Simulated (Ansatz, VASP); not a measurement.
## TiAl5 in VASP and in Ansatz

INCAR

```
  ALGO = Fast
  EDIFF = 1E-6
  ENCUT = 520
  GGA = PE
  ISIF = 2
  ISMEAR = 0
  ISPIN = 2
  LASPH = True
  LCHARG = True
  LELF = True
  LMAXMIX = 4
  LORBIT = 11
  LREAL = False
  LVHAR = True
  LWAVE = False
  MAGMOM = 1 0 0 0 0 0
  NBANDS = 26
  NELM = 150
  PREC = Accurate
  SIGMA = 0.1
```

Contents of KPOINTS:

```
k-points
0
Gamma
  4 4 4
```

The input POSCAR:

```
TiAl5
1.0
   -3.2762336536      3.2762336536      2.7600585467
    3.2762336536     -3.2762336536      2.7600585467
    3.2762336536      3.2762336536     -2.7600585467
Ti Al
1 5
Direct
    0.5000000000      0.5000000000      0.0000000000
    0.5000000000      0.5000000000      0.5000000000
    0.0000000000      0.0000000000      0.5000000000
    0.5000000000      0.0000000000      0.0000000000
    0.0000000000      0.5000000000      0.0000000000
    0.0000000000      0.0000000000      0.0000000000
```

Input for Ansatz:

```yaml
crystal:
  lattice:
    - [-3.2762336536, 3.2762336536, 2.7600585467]
    - [3.2762336536, -3.2762336536, 2.7600585467]
    - [3.2762336536, 3.2762336536, -2.7600585467]
  atoms:
    - { symbol: Ti, position: [0.5, 0.5, 0.0], spin: 1.0 }
    - { symbol: Al, position: [0.5, 0.5, 0.5] }
    - { symbol: Al, position: [0.0, 0.0, 0.5] }
    - { symbol: Al, position: [0.5, 0.0, 0.0] }
    - { symbol: Al, position: [0.0, 0.5, 0.0] }
    - { symbol: Al, position: [0.0, 0.0, 0.0] }
basis:
  ecutwfc: 420
kpoints:
  mp_grid: { grid: [4, 4, 4] }
hamiltonian:
  xc: pbe
scf:
  occupations: { method: gaussian, width: 0.1 }
  lower_state_search: "off"
output:
  forces: true
  stress: true
  eigenvalues: true
  populations: true
magnetization:
  spin_polarized: true
```

Alike in both runs: task single point; functional PBE; k mesh 4 × 4 × 4; occupations gaussian, width 0.1 eV; collinear spin.

|  | VASP | Ansatz |
| --- | --- | --- |
| version | VASP 6.6.1 | Ansatz 0.2.0 |
| potentials or method | VASP PAW PBE potentials, release 64 (Ti_sv, Al), cutoff 520 eV | scalar-relativistic, plane waves, PAW |
| valence electrons in the cell | 27 | 27 |

Ansatz gave:

| Item | Value |
| --- | --- |
| gap on the k mesh at the Fermi level (eV) | none |
| pressure (GPa) | 0.2 |
| traceless stress, the component that is largest in VASP (GPa) | -0.15 |
| net moment per atom (μB) | 0.00 |

Problem. What did VASP give for the same quantities?

Solution. gap on the k mesh at the Fermi level (eV): none; pressure (GPa): 0.1; traceless stress, the component that is largest in VASP (GPa): -0.15; net moment per atom (μB): 0.00.

A gap of «none» marks a metal or a gap that the smearing closes. Ansatz's warnings: seeded moment not kept.

The k mesh is coarse, so the values compare programs but aren't converged.
